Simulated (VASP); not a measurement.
# Al2Cu (I4/mmm) in VASP: further runs

Runs on Al2Cu. Level: r2SCAN. Tasks: single point.

Program: VASP 6.6.1. These are calculated values, not measurements. Logs are shortened: lines on timing, memory, paths and dates and some standing lists are left out, and cuts for length are marked.

### 1 The cell of the first run

It takes space group I4/mmm (No. 139, tetragonal). Conventional cell: a = 4.055 Å, b = 4.055 Å, c = 6.164 Å, α = 90.00°, β = 90.00°, γ = 90.00°. Al (site symmetry -4m2) has 4 Cu at 2.55 Å and 6 Al at 2.87 to 3.08 Å within 3.4 Å. Within 3.4 Å of Cu (site symmetry 4/mmm) lie 8 Al at 2.55 Å.

### 2 Single point, r2SCAN (strain +0.0750 x Voigt [0, 0, 1, 0, 0, 0])

The input, POSCAR:

```
Al2Cu
1.0
   -2.0273575169      2.0273575169      3.0820115769
    2.0273575169     -2.0273575169      3.0820115769
    2.0273575169      2.0273575169     -3.0820115769
Al Cu
2 1
Direct
    0.7500000000      0.2500000000      0.5000000000
    0.2500000000      0.7500000000      0.5000000000
    0.5000000000      0.5000000000      0.0000000000
```

The input, INCAR.step1:

```
SYSTEM = Al2Cu
PREC = Accurate ; ENCUT = 520
ISMEAR = 0 ; SIGMA = 0.15
LREAL = .False. ; LASPH = .True.
NELM = 60 ; NBANDS = 16
GGA = PE ; ALGO = Normal
EDIFF = 1E-4 ; LWAVE = .True.
LCHARG = .False.
```

The input, INCAR.step2:

```
SYSTEM = Al2Cu
PREC = Accurate ; ENCUT = 520
EDIFF = 1E-7 ; ISMEAR = 0
SIGMA = 0.15 ; LREAL = .False.
LASPH = .True. ; NELM = 60
ALGO = Normal ; ISIF = 2
LWAVE = .False. ; LCHARG = .False.
METAGGA = R2SCAN ; LMIXTAU = .True.
NBANDS = 16 ; ISTART = 1
```

The input, KPOINTS:

```
regular mesh
0
Gamma
  16 16 16
  0 0 0
```

Potentials or basis: VASP PAW PBE potentials, release 64 (Al, Cu).

The run is started by

```console
$ cat potpaw_PBE.64/Al/POTCAR potpaw_PBE.64/Cu/POTCAR > POTCAR
$ cp INCAR.step1 INCAR
$ mpirun -np 1 vasp_std > vasp.out
$ cp INCAR.step2 INCAR
$ mpirun -np 1 vasp_std > vasp.out
```

OUTCAR:

```text
SYSTEM = Al2Cu
   PREC = Accurate
   ENCUT = 520
   EDIFF = 1E-7
   ISMEAR = 0
   LREAL = .False.
   LASPH = .True.
   NELM = 60
   ISIF = 2
   METAGGA = R2SCAN
   ISTART = 1

 ion  position               nearest neighbor table
   1  0.750  0.250  0.500-   3 2.55   3 2.55   3 2.55   3 2.55   2 2.87   2 2.87   2 2.87   2 2.87
                             2 3.08   2 3.08
   2  0.250  0.750  0.500-   3 2.55   3 2.55   3 2.55   3 2.55   1 2.87   1 2.87   1 2.87   1 2.87
                             1 3.08   1 3.08
   3  0.500  0.500  0.000-   2 2.55   1 2.55   2 2.55   1 2.55   1 2.55   2 2.55   1 2.55   2 2.55

  LATTYP: Found a body centered tetragonal cell.
 ALAT       =     4.0547150338
 C/A-ratio  =     1.5202111868

  Lattice vectors:

 A1 = (  -2.0273575169,   2.0273575169,   3.0820115769)
 A2 = (   2.0273575169,  -2.0273575169,   3.0820115769)
 A3 = (   2.0273575169,   2.0273575169,  -3.0820115769)

Analysis of symmetry for initial positions (statically):
=====================================================================
 Subroutine PRICEL returns:
 Original cell was already a primitive cell.

 Routine SETGRP: Setting up the symmetry group for a
 body centered tetragonal supercell.

 Subroutine GETGRP returns: Found 16 space group operations
 (whereof 16 operations were pure point group operations)
 out of a pool of 16 trial point group operations.

The static configuration has the point symmetry D_4h.

Analysis of symmetry for dynamics (positions and initial velocities):
=====================================================================
 Subroutine PRICEL returns:
 Original cell was already a primitive cell.

 Routine SETGRP: Setting up the symmetry group for a
 body centered tetragonal supercell.

 Subroutine GETGRP returns: Found 16 space group operations
 (whereof 16 operations were pure point group operations)
 out of a pool of 16 trial point group operations.

The dynamic configuration has the point symmetry D_4h.

 Subroutine INISYM returns: Found 16 space group operations
 (whereof 16 operations are pure point group operations),
 and found     1 'primitive' translations

----------------------------------------------------------------------------------------

                                     Primitive cell

[... 89 lines left out ...]
   LASPH  =      T    aspherical Exc in radial PAW
   ENCUT  =  520.0 eV  38.22 Ry    6.18 a.u.   7.83  7.83  7.83*2*pi/ulx,y,z
   NELM   =     60;   NELMIN=  2; NELMDL=  0     # of ELM steps
   EDIFF  = 0.1E-06   stopping-criterion for ELM
   LREAL  =      F    real-space projection
   EDIFFG = 0.1E-05   stopping-criterion for IOM
   NSW    =      0    number of steps for IOM
   IBRION =     -1    ionic relax: 0-MD 1-quasi-New 2-CG
   NFREE  =      0    steps in history (QN), initial steepest desc. (CG)
   ISIF   =      2    stress and relaxation
   ISYM   =      2    0-nonsym 1-usesym 2-fastsym
   POTIM  = 0.5000    time-step for ionic-motion
   TEBEG  =    0.0;   TEEND  =   0.0 temperature during run
   PSTRESS=    0.0 pullay stress
   NELECT =      17.0000    total number of electrons
   NUPDOWN=      -1.0000    fix difference up-down
   EMIN   =  10.00;   EMAX   =-10.00  energy-range for DOS
   EFERMI =   0.00;   METHOD = LEGACY
   ISMEAR =     0;   SIGMA  =   0.15  broadening in eV -4-tet -1-fermi 0-gaus
   EFERMI_NEDOS =   21; number of points for ismear=-14 and -15
   IALGO  =     38    algorithm
   IMIX   =      4    mixing-type and parameters
     AMIX     =   0.40;   BMIX     =  1.00
     AMIX_MAG =   1.60;   BMIX_MAG =  1.00
  volume/ion in A,a.u.               =      16.89       113.98
  Fermi-wavevector in a.u.,A,eV,Ry     =   1.137556  2.149669 17.606400  1.294034
  Thomas-Fermi vector in A             =   2.274261
   LORBIT       =      0    0 simple, 1 ext, 2 COOP (PROOUT), +10 PAW based schemes
   METAGGA = R2SCAN    functional components
   LHFCALC =     F    Hartree Fock is set to
   AEXX    =    0.0000 exact exchange contribution
   IVDW    =     0    specifies the selected vdW correction
   LEPSILON=     F    determine dielectric tensor
   LRPA    =     F    only Hartree local field effects (RPA)
 non-spin polarized calculation
 Gauss-broadening in eV      SIGMA  =   0.15
  energy-cutoff  :      520.00
  volume of cell :       50.67
 maximum number of plane-waves:      1412
   NGX = 15   NGY = 15   NGZ = 15

 number of electron      16.9999987 magnetization

 Free energy of the ion-electron system (eV)
  ---------------------------------------------------
  ext. energy  EPLUGINS =         0.00000000
  ---------------------------------------------------
  free energy    TOTEN  =       -24.79490578 eV

  energy without entropy =      -24.78508352  energy(sigma->0) =      -24.78999465

 E-fermi :   6.3420     XC(G=0): -10.9065

 val. band max:        6.3329872633   @ k =   0.1250   0.0625  -0.0000
 cond. band min:       6.3506785191   @ k =  -0.1875  -0.2500   0.1875
 fundamental gap:      0.0176912558
 Fermi energy:         6.3419501144

 k-point     1 :       0.0000    0.0000    0.0000
  band No.  band energies     occupation
      1      -4.0038      2.00000
      2       1.8716      2.00000
      3       1.8717      2.00000
      4       1.9314      2.00000
      5       2.3534      2.00000
      6       2.4757      2.00000
[... 433 lines left out ...]
      3       1.8793      2.00000
      4       1.9421      2.00000
      5       2.3566      2.00000
      6       2.4680      2.00000
[... 8 lines left out ...]
     15      12.6043      0.00000
     16      13.5445      0.00000

 [... further k-points ...]

------------------------ aborting loop because EDIFF is reached ----------------------------------------

  FORCE on cell =-STRESS in cart. coord.  units (eV):
  Direction    XX          YY          ZZ          XY          YZ          ZX
  --------------------------------------------------------------------------------------
  -------------------------------------------------------------------------------------
  Total       -1.4019689     -1.4019689     -3.2665576      0.0000000     -0.0000000      0.0000000
  in kB      -44.3296222    -44.3296222   -103.2870709      0.0000000     -0.0000000      0.0000000
  external PRESSURE =     -63.9821051 kB  Pullay stress =       0.0000000 kB

 VOLUME and BASIS-vectors are now :
 -----------------------------------------------------------------------------
  energy-cutoff  :      520.00
  volume of cell :       50.67
      direct lattice vectors                 reciprocal lattice vectors
    -2.027357517  2.027357517  3.082011577     0.000000000  0.246626456  0.162231707
     2.027357517 -2.027357517  3.082011577     0.246626456  0.000000000  0.162231707
     2.027357517  2.027357517 -3.082011577     0.246626456  0.246626456  0.000000000

 POSITION                                       TOTAL-FORCE (eV/Angst)
 -----------------------------------------------------------------------------------
      0.00000      2.02736      1.54101        -0.000000      0.000000     -0.000000
      2.02736      0.00000      1.54101         0.000000     -0.000000     -0.000000
      0.00000      0.00000      3.08201        -0.000000      0.000000      0.000000
 -----------------------------------------------------------------------------------
    total drift:                               -0.000000      0.000000     -0.000000

  FREE ENERGIE OF THE ION-ELECTRON SYSTEM (eV)
  ---------------------------------------------------
  free  energy   TOTEN  =       -24.7949057815 eV

  energy  without entropy=      -24.7850835236  energy(sigma->0) =      -24.78999465
```

OUTCAR.step1:

```text
SYSTEM = Al2Cu
   PREC = Accurate
   ENCUT = 520
   ISMEAR = 0
   LREAL = .False.
   LASPH = .True.
[... 683 lines left out ...]
      0.00000      2.02736      1.54101        -0.000000      0.000000     -0.000000
      2.02736      0.00000      1.54101         0.000000     -0.000000     -0.000000
      0.00000      0.00000      3.08201        -0.000000     -0.000000      0.000000
 -----------------------------------------------------------------------------------
    total drift:                               -0.000000      0.000000     -0.000000

  FREE ENERGIE OF THE ION-ELECTRON SYSTEM (eV)
  ---------------------------------------------------
  free  energy   TOTEN  =       -11.6844863869 eV

  energy  without entropy=      -11.6739836141  energy(sigma->0) =      -11.67923500
```

OSZICAR.step1:

```text
N       E                     dE             d eps       ncg     rms          rms(c)
DAV:   1     0.613780836898E+02    0.61378E+02   -0.67520E+03 11168   0.109E+03
DAV:   2    -0.113743362233E+02   -0.72752E+02   -0.64261E+02 11816   0.196E+02
DAV:   3    -0.138612181382E+02   -0.24869E+01   -0.24346E+01 15384   0.416E+01
DAV:   4    -0.139157509646E+02   -0.54533E-01   -0.54509E-01 13336   0.521E+00
DAV:   5    -0.139184728753E+02   -0.27219E-02   -0.27218E-02 17480   0.130E+00    0.149E+01
DAV:   6    -0.165863622358E+02   -0.26679E+01   -0.45086E+01 12488   0.215E+02    0.126E+01
DAV:   7    -0.119027158750E+02    0.46836E+01   -0.11454E+01 13984   0.746E+01    0.281E+00
DAV:   8    -0.117033765560E+02    0.19934E+00   -0.11095E+00 15832   0.289E+01    0.138E+00
DAV:   9    -0.116856351796E+02    0.17741E-01   -0.10639E-01 17520   0.548E+00    0.292E-01
DAV:  10    -0.116875965815E+02   -0.19614E-02   -0.26672E-03 15616   0.134E+00    0.417E-01
DAV:  11    -0.116844110081E+02    0.31856E-02   -0.71961E-03 14632   0.288E+00    0.283E-02
DAV:  12    -0.116844863869E+02   -0.75379E-04   -0.69599E-04 16512   0.369E-01
   1 F= -.11684486E+02 E0= -.11679235E+02  d E =-.105028E-01
```

Run time: 6.2 min. Hardware: 1 thread of Intel Xeon 6975P-C (Granite Rapids), shared host; peak memory 0.4 GiB.

What came out:

```yaml
Free_energy: -24.7949 eV
Pressure: -6.4 GPa
Band_gap_on_the_k_mesh: zero (an odd number of electrons rules out a gap without spin polarisation)
```

Caveat: the cell differs from its parent crystal (strain +0.0750 x Voigt [0, 0, 1, 0, 0, 0]); the stress differs along the axes, from -10 to -4 GPa; the PAW data sets were made with another functional, which shifts forces and pressure a little.

### 3 Single point, r2SCAN (strain +0.0875 x Voigt [0, 0, 1, 0, 0, 0])

The input, POSCAR:

```
Al2Cu
1.0
   -2.0273575169      2.0273575169      3.1178489208
    2.0273575169     -2.0273575169      3.1178489208
    2.0273575169      2.0273575169     -3.1178489208
Al Cu
2 1
Direct
    0.7500000000      0.2500000000      0.5000000000
    0.2500000000      0.7500000000      0.5000000000
    0.5000000000      0.5000000000      0.0000000000
```

The input, INCAR.step1:

```
ALGO = Normal ; EDIFF = 1E-4
ENCUT = 520 ; GGA = PE
ISMEAR = 0 ; LASPH = True
LCHARG = False ; LREAL = False
LWAVE = True ; NBANDS = 16
NELM = 60 ; PREC = Accurate
SIGMA = 0.15
```

The input, INCAR.step2:

```
ALGO = Normal ; EDIFF = 1E-7
ENCUT = 520 ; ISIF = 2
ISMEAR = 0 ; ISTART = 1
LASPH = True ; LCHARG = True
LELF = True ; LMIXTAU = True
LREAL = False ; LVHAR = True
LWAVE = False ; METAGGA = R2SCAN
NBANDS = 16 ; NELM = 60
PREC = Accurate ; SIGMA = 0.15
```

The input, KPOINTS:

```
k-points
0
Gamma
  16 16 16
```

Potentials or basis: VASP PAW PBE potentials, release 64 (Al, Cu).

The run is started by

```console
$ cat potpaw_PBE.64/Al/POTCAR potpaw_PBE.64/Cu/POTCAR > POTCAR
$ cp INCAR.step1 INCAR
$ mpirun -np 1 vasp_std > vasp.out
$ cp INCAR.step2 INCAR
$ mpirun -np 1 vasp_std > vasp.out
```

Run time: 5.9 min. Hardware: 1 thread of Intel Xeon 6975P-C (Granite Rapids), shared host; peak memory 0.41 GiB.

It converged, with:

```yaml
Free_energy: -24.7549 eV
Pressure: -7.2 GPa
Band_gap_on_the_k_mesh: zero (an odd number of electrons rules out a gap without spin polarisation)
```

Stress tensor (GPa, compression positive):
```
 -5.02   0.00   0.00
  0.00  -5.02   0.00
  0.00   0.00 -11.45
```

Levels at points of the mesh, in eV from the Fermi level:
```csv
k point,band 5,band 6,band 7,band 8,band 9,band 10,band 11,band 12,band 13,band 14
"(0.00, 0.00, 0.00)",-3.95,-3.81,2.52,2.56,2.56,3.28,3.28,3.50,4.24,5.60
"(0.50, 0.00, 0.00)",-3.90,-3.81,-3.74,0.21,1.01,2.36,3.16,4.15,4.81,9.52
"(0.50, 0.50, 0.00)",-3.83,-3.78,-3.54,-2.45,-1.83,-0.06,1.67,9.07,9.23,9.89
"(0.50, 0.50, 0.50)",-3.94,-3.80,-3.70,-1.61,-1.61,0.93,2.13,9.23,10.99,10.99
```

Caveat: the cell differs from its parent crystal (strain +0.0875 x Voigt [0, 0, 1, 0, 0, 0]); the stress differs along the axes, from -11 to -5 GPa; the PAW data sets were made with another functional, which shifts forces and pressure a little.
